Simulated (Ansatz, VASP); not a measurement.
# ZnSe in VASP and in Ansatz

```
Zn Se
1.0
     0.00000    2.83380    2.83380
     2.83380    0.00000    2.83380
     2.83380    2.83380    0.00000
Zn Se
1 1
Direct
  0.00000 0.00000 0.00000
  0.25000 0.25000 0.25000
```

Alike in both runs: task single point; functional r2SCAN; k mesh 8 × 8 × 8; occupations gaussian, width 0.02 eV; no spin polarisation.

```csv
,VASP,Ansatz
version,VASP 6.6.1,Ansatz 0.2.0
potentials or method,"VASP PAW PBE potentials, release 64 (Zn, Se), cutoff 520 eV","scalar-relativistic, plane waves, PAW"
valence electrons in the cell,18,28
```

```csv
,VASP,Ansatz,Ansatz less VASP
gap on the k mesh at the Fermi level (eV),1.87,1.86,-0.004
least direct gap on the mesh (eV),1.87,1.86,-0.004
pressure (GPa),0.0,-0.1,-0.10
```

VASP's potentials were made for PBE, not for r2SCAN. With one functional, cell and mesh, what is left measures potentials, basis and numerics. VASP's potentials hold 18 valence electrons a cell and Ansatz's 28, so a difference there can come from the potentials and not from the codes.
